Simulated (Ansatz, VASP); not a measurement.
## Two plane-wave programs on Re

```xyz
1
Lattice="0.0000 1.9750 1.9750 1.9750 0.0000 1.9750 1.9750 1.9750 0.0000" Properties=species:S:1:pos:R:3 pbc="T T T"
Re    0.0000    0.0000    0.0000
```

Alike in both runs: task electric field gradients; functional PBE; k mesh 14 × 14 × 14; occupations fermi-dirac, width 0.05 eV; non-collinear spin, spin-orbit coupling.

|  | VASP | Ansatz |
| --- | --- | --- |
| version | VASP 6.6.1 | Ansatz 0.2.0 |
| potentials or method | VASP PAW PBE potentials, release 64 (Re) | PAW with Ansatz's default frozen-core files, fully relativistic files with spin-orbit coupling |
| plane-wave cutoff (eV) | 520 | 420 |
| valence electrons in the cell | 7 | 15 |

```tsv
	VASP	Ansatz	Ansatz less VASP
pressure (GPa)	-9.0	-8.5	+0.54
net moment per atom (μB)	0.00	0.00	0.000
```

VASP's potentials hold 7 valence electrons a cell and Ansatz's 15, so a difference there can come from the potentials and not from the codes.
